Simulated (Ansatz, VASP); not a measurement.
Pd in VASP and in Ansatz

The input INCAR:

```
PREC = Accurate ; ENCUT = 520
EDIFF = 1E-6 ; ISMEAR = -1
SIGMA = 0.05 ; LREAL = F
LASPH = T ; NELM = 60
ALGO = Normal ; ISIF = 2
LWAVE = F ; LCHARG = F
GGA = PS ; NBANDS = 11
```

The input KPOINTS:

```
Automatic mesh
0
Gamma
  18 18 18
```

Contents of POSCAR:

```
Pd
1.0
    0.0388980000      1.9643490000      1.9643490000
    1.9643490000      0.0388980000      1.9643490000
    1.9643490000      1.9643490000      0.0388980000
Pd
1
Direct
    0.0000000000      0.0000000000      0.0000000000
```

Input for Ansatz:

```yaml
crystal:
  lattice:
    - [0.038898, 1.964349, 1.964349]
    - [1.964349, 0.038898, 1.964349]
    - [1.964349, 1.964349, 0.038898]
  atoms:
    - { symbol: Pd, position: [0.0, 0.0, 0.0] }
kpoints:
  mp_grid: { grid: [18, 18, 18] }
  band_path:
    path:
      - [0.0, 0.0, 0.0]
      - [0.5, 0.5, 0.5]
      - [0.2451701269, 0.5, 0.7548298731]
      - [-0.2451701269, 0.2451701269, 0.5]
      - [0.0, 0.0, 0.5]
      - [0.0, 0.0, 0.0]
      - [-0.3725850634, 0.0, 0.3725850634]
      - [0.0, 0.3725850634, 0.6274149366]
      - [0.0, 0.5, 0.5]
    npoints: 5
scf:
  occupations: { method: fermi_dirac, width: 0.05 }
hamiltonian:
  xc: pbesol
  pseudopotentials: { kind: all_electron, lapw: { basis_error: 0.00025 } }
output:
  forces: true
  stress: true
  eigenvalues: true
```

Change from the starting cell: equal xy, yz and zx shear strains of +2 %.

Alike in both runs: task single point; functional PBEsol; k mesh 18 × 18 × 18; occupations fermi-dirac, width 0.05 eV; no spin polarisation.

|  | VASP | Ansatz |
| --- | --- | --- |
| version | VASP 6.6.1 | Ansatz 0.2.0 |
| potentials or method | VASP PAW PBE potentials, release 64 (Pd), cutoff 520 eV | all-electron LAPW, scalar-relativistic |

|  | VASP | Ansatz | Ansatz less VASP |
| --- | --- | --- | --- |
| pressure (GPa) | -2.3 | -2.0 | +0.28 |
| traceless stress, the component that is largest in VASP (GPa) | -1.51 | -1.50 | +0.010 |

VASP's potentials were made for PBE, not for PBEsol. Ansatz ran all-electron here, and VASP with PAW potentials.
